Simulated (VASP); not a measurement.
# AlH (R-3m) in VASP: single point with PBE

Aim: the single point of AlH with PBE.

Everything below comes from runs of VASP 6.6.1. Logs are shortened: lines on timing, memory, paths and dates and some standing lists are left out, and cuts for length are marked.

### 1 The cell of the first run

The structure is trigonal, space group R-3m (No. 166). Conventional cell: a = 2.983 Å, b = 2.983 Å, c = 15.779 Å, α = 90.00°, β = 90.00°, γ = 120.00°. Within 2.5 Å of Al (site symmetry 3m) lie 4 H at 1.92 to 2.23 Å. Within 2.5 Å of H (site symmetry 3m) lie 4 Al at 1.92 to 2.23 Å and 3 H at 2.21 Å.

### 2 Single point, PBE

INCAR reads:

```
  ALGO = Normal
  EDIFF = 1E-6
  ENCUT = 520
  GGA = PE
  ISIF = 2
  ISMEAR = 0
  LASPH = T
  LCHARG = T
  LELF = T
  LREAL = F
  LVHAR = T
  LWAVE = F
  NBANDS = 12
  NELM = 60
  PREC = Accurate
  SIGMA = 0.1
```

KPOINTS reads:

```
k-points
0
Gamma
  18 18 18
```

POSCAR reads:

```
AlH
1.0
    1.4913092487      0.8610077961      5.2595616127
   -1.4913092487      0.8610077961      5.2595616127
    0.0000000000     -1.7220155923      5.2595616127
Al H
2 2
Direct
    0.2356463677      0.2356463677      0.2356463677
    0.7643536323      0.7643536323      0.7643536323
    0.3770477198      0.3770477198      0.3770477198
    0.6229522802      0.6229522802      0.6229522802
```

Potentials or basis: VASP PAW PBE potentials, release 64 (Al, H).

Started as:

```bash
cat potpaw_PBE.64/Al/POTCAR potpaw_PBE.64/H/POTCAR > POTCAR
mpirun -np 1 vasp_std > vasp.out
```

OUTCAR:

```text
EDIFF = 1E-6
   ENCUT = 520
   GGA = PE
   ISIF = 2
   ISMEAR = 0
   LASPH = T
   LREAL = F
   NELM = 60
   PREC = Accurate

 ion  position               nearest neighbor table
   1  0.236  0.236  0.236-   4 1.92   4 1.92   4 1.92   2 2.78   2 2.78   2 2.78
   2  0.764  0.764  0.764-   3 1.92   3 1.92   3 1.92   1 2.78   1 2.78   1 2.78
   3  0.377  0.377  0.377-   2 1.92   2 1.92   2 1.92
   4  0.623  0.623  0.623-   1 1.92   1 1.92   1 1.92

  LATTYP: Found a trigonal (rhomboedric) cell.
 ALAT       =     5.5342864091
 COS(alpha) =     0.8547747421

  Lattice vectors:

 A1 = (   1.4913092487,   0.8610077961,   5.2595616127)
 A2 = (  -1.4913092487,   0.8610077961,   5.2595616127)
 A3 = (   0.0000000000,  -1.7220155923,   5.2595616127)

Analysis of symmetry for initial positions (statically):
=====================================================================
 Subroutine PRICEL returns:
 Original cell was already a primitive cell.

 Routine SETGRP: Setting up the symmetry group for a
 trigonal (rhombohedral) supercell.

 Subroutine GETGRP returns: Found 12 space group operations
 (whereof 12 operations were pure point group operations)
 out of a pool of 12 trial point group operations.

The static configuration has the point symmetry D_3d.

Analysis of symmetry for dynamics (positions and initial velocities):
=====================================================================
 Subroutine PRICEL returns:
 Original cell was already a primitive cell.

 Routine SETGRP: Setting up the symmetry group for a
 trigonal (rhombohedral) supercell.

 Subroutine GETGRP returns: Found 12 space group operations
 (whereof 12 operations were pure point group operations)
 out of a pool of 12 trial point group operations.

The dynamic configuration has the point symmetry D_3d.

 Subroutine INISYM returns: Found 12 space group operations
 (whereof 12 operations are pure point group operations),
 and found     1 'primitive' translations

----------------------------------------------------------------------------------------

                                     Primitive cell

  volume of cell :      40.5206

  direct lattice vectors                    reciprocal lattice vectors
     1.491309249  0.861007796  5.259561613     0.335275866  0.193571612  0.063376638
[... 93 lines left out ...]
   NSW    =      0    number of steps for IOM
   IBRION =     -1    ionic relax: 0-MD 1-quasi-New 2-CG
   NFREE  =      0    steps in history (QN), initial steepest desc. (CG)
   ISIF   =      2    stress and relaxation
   ISYM   =      2    0-nonsym 1-usesym 2-fastsym
   POTIM  = 0.5000    time-step for ionic-motion
   TEBEG  =    0.0;   TEEND  =   0.0 temperature during run
   PSTRESS=    0.0 pullay stress
   NELECT =       8.0000    total number of electrons
   NUPDOWN=      -1.0000    fix difference up-down
   EMIN   =  10.00;   EMAX   =-10.00  energy-range for DOS
   EFERMI =   0.00;   METHOD = LEGACY
   ISMEAR =     0;   SIGMA  =   0.10  broadening in eV -4-tet -1-fermi 0-gaus
   EFERMI_NEDOS =   21; number of points for ismear=-14 and -15
   IALGO  =     38    algorithm
   IMIX   =      4    mixing-type and parameters
     AMIX     =   0.40;   BMIX     =  1.00
     AMIX_MAG =   1.60;   BMIX_MAG =  1.00
  volume/ion in A,a.u.               =      10.13        68.36
  Fermi-wavevector in a.u.,A,eV,Ry     =   0.953263  1.801407 12.363768  0.908711
  Thomas-Fermi vector in A             =   2.081902
   LORBIT       =      0    0 simple, 1 ext, 2 COOP (PROOUT), +10 PAW based schemes
   GGA     = PE    functional components
   LHFCALC =     F    Hartree Fock is set to
   AEXX    =    0.0000 exact exchange contribution
   IVDW    =     0    specifies the selected vdW correction
   LEPSILON=     F    determine dielectric tensor
   LRPA    =     F    only Hartree local field effects (RPA)
 non-spin polarized calculation
 Gauss-broadening in eV      SIGMA  =   0.10
  energy-cutoff  :      520.00
  volume of cell :       40.52
 maximum number of plane-waves:      1122
 NGX is ok and might be reduce to    42
   NGX = 21   NGY = 21   NGZ = 21

 number of electron       8.0000001 magnetization

 Free energy of the ion-electron system (eV)
  ---------------------------------------------------
  ext. energy  EPLUGINS =         0.00000000
  ---------------------------------------------------
  free energy    TOTEN  =       -13.08505702 eV

  energy without entropy =      -13.08027059  energy(sigma->0) =      -13.08266381

 E-fermi :   6.9468     XC(G=0): -10.0575

 val. band max:        6.9461308272   @ k =  -0.3889   0.1667   0.0556
 cond. band min:       6.9501087734   @ k =  -0.2778   0.1111  -0.0000
 fundamental gap:      0.0039779461
 Fermi energy:         6.9467790901

 k-point     1 :       0.0000    0.0000    0.0000
  band No.  band energies     occupation
      1      -5.2438      2.00000
      2      -0.7442      2.00000
      3       0.5629      2.00000
      4      12.1770      0.00000
      5      15.5570      0.00000
      6      16.2976      0.00000
      7      16.2993      0.00000
      8      16.2993      0.00000
      9      16.7129      0.00000
     10      16.7129      0.00000
     11      17.1681      0.00000
     12      17.6904      0.00000
[... 331 lines left out ...]
 k-point    24 :      -0.2222    0.0556   -0.0000
  band No.  band energies     occupation
      1      -3.8819      2.00000
      2       0.2642      2.00000
      3       1.9336      2.00000
      4       7.8877      0.00000
      5       8.8660      0.00000
      6      11.7632      0.00000
      7      12.9863      0.00000
      8      14.6250      0.00000
      9      15.0115      0.00000
     10      15.6729      0.00000
     11      17.4177      0.00000
     12      18.8476      0.00000

 [... further k-points ...]
[... 5 lines left out ...]
  --------------------------------------------------------------------------------------
  -------------------------------------------------------------------------------------
  Total       -0.0254309     -0.0254309     -0.0216833      0.0000000      0.0000000      0.0000000
  in kB       -1.0055329     -1.0055329     -0.8573525      0.0000000      0.0000000      0.0000000
  external PRESSURE =      -0.9561395 kB  Pullay stress =       0.0000000 kB

 VOLUME and BASIS-vectors are now :
 -----------------------------------------------------------------------------
  energy-cutoff  :      520.00
  volume of cell :       40.52
      direct lattice vectors                 reciprocal lattice vectors
     1.491309249  0.861007796  5.259561613     0.335275866  0.193571612  0.063376638
    -1.491309249  0.861007796  5.259561613    -0.335275866  0.193571612  0.063376638
     0.000000000 -1.722015592  5.259561613     0.000000000 -0.387143223  0.063376638

 POSITION                                       TOTAL-FORCE (eV/Angst)
 -----------------------------------------------------------------------------------
      0.00000     -0.00000      3.71819         0.000000     -0.000000      0.001741
      0.00000     -0.00000     12.06050         0.000000      0.000000     -0.001741
      0.00000     -0.00000      5.94932         0.000000     -0.000000      0.002311
      0.00000     -0.00000      9.82937         0.000000      0.000000     -0.002311
 -----------------------------------------------------------------------------------
    total drift:                               -0.000000      0.000000     -0.000000

  FREE ENERGIE OF THE ION-ELECTRON SYSTEM (eV)
  ---------------------------------------------------
  free  energy   TOTEN  =       -13.0850570210 eV

  energy  without entropy=      -13.0802705919  energy(sigma->0) =      -13.08266381
```

OSZICAR:

```text
N       E                     dE             d eps       ncg     rms          rms(c)
DAV:   1     0.487724473467E+00    0.48772E+00   -0.31600E+03 13920   0.538E+02
DAV:   2    -0.129896673713E+02   -0.13477E+02   -0.12890E+02 17592   0.762E+01
DAV:   3    -0.134816945034E+02   -0.49203E+00   -0.48904E+00 18084   0.124E+01
DAV:   4    -0.134846437687E+02   -0.29493E-02   -0.29490E-02 16304   0.111E+00
DAV:   5    -0.134846844790E+02   -0.40710E-04   -0.40710E-04 17780   0.136E-01    0.379E+00
DAV:   6    -0.131907507865E+02    0.29393E+00   -0.19228E-01 15424   0.190E+00    0.194E+00
DAV:   7    -0.130848295540E+02    0.10592E+00   -0.26162E-01 16316   0.235E+00    0.329E-01
DAV:   8    -0.130850670591E+02   -0.23751E-03   -0.82662E-03 16524   0.545E-01    0.128E-01
DAV:   9    -0.130850515455E+02    0.15514E-04   -0.72083E-04 16784   0.138E-01    0.459E-02
DAV:  10    -0.130850563559E+02   -0.48103E-05   -0.12358E-04 16644   0.618E-02    0.165E-02
DAV:  11    -0.130850570210E+02   -0.66515E-06   -0.71645E-06 17512   0.158E-02
   1 F= -.13085057E+02 E0= -.13082664E+02  d E =-.478643E-02
```

stdout:

```text
POSCAR found type information on POSCAR AlH
 POSCAR found :  2 types and       4 ions
 scaLAPACK will be used
 LDA part: xc-table for (Slater+PW92), standard interpolation
 POSCAR, INCAR and KPOINTS ok, starting setup
 FFT: planning ... GRIDC
 FFT: planning ... GRID_SOFT
 FFT: planning ... GRID
 WAVECAR not read
 entering main loop
```

Run time: 8 min. Hardware: 1 thread of Intel Xeon Platinum 8488C (Sapphire Rapids), shared host; peak memory 0.43 GiB.

What came out:

* Free energy: -13.0851 eV
* Pressure: -0.1 GPa
* Band gap on the k mesh: zero (band 4 reaches 12.18 eV, above the bottom of band 5 at 5.20 eV)

Forces in eV/Å, atoms in the order of the input:
```
Al   0.000  0.000  0.002
Al   0.000  0.000 -0.002
H    0.000  0.000  0.002
H    0.000  0.000 -0.002
```
